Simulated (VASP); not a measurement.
Here is a VASP 6.6.1 calculation.

File INCAR:

```
SYSTEM = Rh
ALGO = Normal
EDIFF = 1E-7
ENCUT = 520
GGA = PE
ISIF = 2
ISMEAR = -1
LASPH = .True.
LCHARG = .False.
LREAL = .False.
LWAVE = .False.
NBANDS = 22
NELM = 80
PREC = Accurate
SIGMA = 0.05
```

Contents of KPOINTS:

```
k-points
0
Gamma
  11 11 6
  0 0 0
```

The input POSCAR:

```
Rh
1.0
    2.7126497715      0.0000000000      0.0000000000
   -1.3563248858      2.3492236138      0.0000000000
    0.0000000000      0.0000000000      4.3987667018
Rh
2
Direct
    0.3333333333      0.6666666667      0.2500000000
    0.6666666667      0.3333333333      0.7500000000
```

Potentials or basis: VASP PAW PBE potentials, release 64 (Rh_pv).

Command:

```bash
$ cat potpaw_PBE.64/Rh_pv/POTCAR > POTCAR
$ mpirun -np 1 vasp_std > vasp.out
```

Q: What does it give for the band gap on the k mesh?

A: Zero (band 15 reaches 12.24 eV, above the bottom of band 16 at 9.96 eV).

Q: Estimate the pressure.

A: 1.6 GPa.

Stress tensor (GPa, compression positive):
```
2.02 0.00 0.00
0.00 2.02 0.00
0.00 0.00 0.82
```
